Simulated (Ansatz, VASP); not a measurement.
**Ti: VASP beside Ansatz**

INCAR

```
PREC = Accurate
ENCUT = 520
EDIFF = 1E-6
ISMEAR = -1
SIGMA = 0.08
LREAL = False
LASPH = True
NELM = 100
ALGO = Normal
ISIF = 2
LWAVE = False
LCHARG = True
GGA = PE
LELF = True
LVHAR = True
NBANDS = 19
```

KPOINTS

```
Automatic mesh
0
Gamma
  13 13 7
```

The input POSCAR:

```
Ti
1.0
    2.9499978604     -0.0442499679     -0.0442499679
   -1.5133205265      2.5768980722     -0.0161966124
   -0.0702900000     -0.0702900000      4.6860000000
Ti
2
Direct
    0.3333333333      0.6666666667      0.2500000000
    0.6666666667      0.3333333333      0.7500000000
```

Input for Ansatz:

```yaml
crystal:
  lattice:
    - [2.9499978604, -0.0442499679, -0.0442499679]
    - [-1.5133205265, 2.5768980722, -0.0161966124]
    - [-0.07029, -0.07029, 4.686]
  atoms:
    - { symbol: Ti, position: [0.3333333333, 0.6666666667, 0.25] }
    - { symbol: Ti, position: [0.6666666667, 0.3333333333, 0.75] }
kpoints:
  mp_grid: { grid: [13, 13, 7] }
  band_path:
    path:
      - [0.0, 0.0, 0.0]
      - [0.0, 0.0, 0.5]
      - [-0.5, 0.5, 0.0]
      - [0.0, 0.0, 0.0]
      - [0.0, -0.5, 0.0]
      - [-0.5, 0.0, 0.5]
      - [0.0, 0.0, 0.0]
      - [-0.5, 0.0, 0.0]
      - [0.0, -0.5, 0.5]
    npoints: 5
scf:
  occupations: { method: fermi_dirac, width: 0.08 }
hamiltonian:
  xc: pbe
  pseudopotentials: { kind: all_electron, lapw: { basis_error: 0.0005 } }
output:
  forces: true
  stress: true
  eigenvalues: true
```

Change from the starting cell: equal xy, yz and zx shear strains of -3 %.

Alike in both runs: task single point; functional PBE; k mesh 13 × 13 × 7; occupations fermi-dirac, width 0.08 eV; no spin polarisation.

|  | VASP | Ansatz |
| --- | --- | --- |
| version | VASP 6.6.1 | Ansatz 0.2.0 |
| potentials or method | VASP PAW PBE potentials, release 64 (Ti_sv), cutoff 520 eV | all-electron LAPW, scalar-relativistic |

```csv
,VASP,Ansatz,Ansatz less VASP
pressure (GPa),-1.7,-1.5,+0.21
"traceless stress, the component that is largest in VASP (GPa)",1.91,1.93,+0.015
rms of the force components (eV/Å),0.048,0.049,+0.0005
```

Atom by atom the forces differ by 0.001 eV/Å (rms over components). Ansatz ran all-electron here, and VASP with PAW potentials.
